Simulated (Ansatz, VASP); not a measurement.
Two plane-wave programs on RbBr

```
CELL_PARAMETERS angstrom
4.77109 0.00000 0.00000
-2.38554 4.13188 0.00000
0.00000 0.00000 8.41015
ATOMIC_POSITIONS crystal
Rb 0.00000 0.00000 0.00000
Rb 0.00000 0.00000 0.50000
Br 0.33333 0.66667 0.25000
Br 0.66667 0.33333 0.75000
```

Alike in both runs: task single point; functional r2SCAN; k mesh 6 × 6 × 4; no spin polarisation.

```csv
,VASP,Ansatz
version,VASP 6.6.1,Ansatz 0.2.0
potentials or method,"VASP PAW PBE potentials, release 64 (Rb_sv, Br)","plane waves, PAW"
plane-wave cutoff (eV),520,500
occupations,"gaussian, width 0.01 eV",fixed
valence electrons in the cell,32,32
```

|  | VASP | Ansatz | Ansatz less VASP |
| --- | --- | --- | --- |
| gap on the k mesh at the Fermi level (eV) | 4.84 | 4.84 | 0.000 |
| pressure (GPa) | 0.0 | 0.0 | -0.02 |

VASP's potentials were made for PBE, not for r2SCAN.
